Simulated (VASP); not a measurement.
## CdSe: single point with PBE

Crystal: CdSe.

```
Cd Se
1.0
     4.30000    0.00000    0.00000
    -2.15000    3.72391    0.00000
     0.00000    0.00000    7.02000
Cd Se
2 2
Direct
  0.66667 0.33333 0.50000
  0.33333 0.66667 0.00000
  0.66667 0.33333 0.88500
  0.33333 0.66667 0.38500
```

```json
{"Program": "VASP 6.6.1", "Task": "single point", "Functional": "PBE", "Potentials or basis": "VASP PAW PBE potentials, release 64 (Cd, Se)", "Cutoff": "520 eV", "k mesh": "5 × 5 × 3", "Occupations": "fermi-dirac, width 0.05 eV", "Spin": "non-collinear spin, zero start, spin-orbit coupling", "Starting moments": "[[0.0, 0.0, 0.0], [0.0, 0.0, 0.0], [0.0, 0.0, 0.0], [0.0, 0.0, 0.0]] μB", "Dipole correction": "no", "Further INCAR settings": "ALGO = Normal; EDIFF = 1e-06; NBANDS = 50"}
```

```
Pressure                                              : 3.4 GPa
Largest force                                         : 0.295 eV/Å
Net moment                                            : 0.00 μB per cell
Valence electrons inside the program's atomic spheres : Cd 10.32; Se 3.87
```

Forces on the atoms (eV/Å):
```
Cd   0.000  0.000  0.295
Cd   0.000  0.000  0.295
Se   0.000  0.000 -0.295
Se   0.000  0.000 -0.295
```

Stress tensor (GPa, compression positive):
```
4.07 0.00 0.00
0.00 4.07 0.00
0.00 0.00 1.91
```

Moments on the atoms (μB; x, y, z):
```
Cd  0.00 0.00 0.00
Cd  0.00 0.00 0.00
Se  0.00 0.00 0.00
Se  0.00 0.00 0.00
```

It took 3.2 min on 1 thread of Intel(R) Xeon(R) Platinum 8259CL CPU @ 2.50GHz (Skylake/Cascade Lake), on a shared host, peak memory 0.5 GiB.

Caveat: the cell stands under pressure.
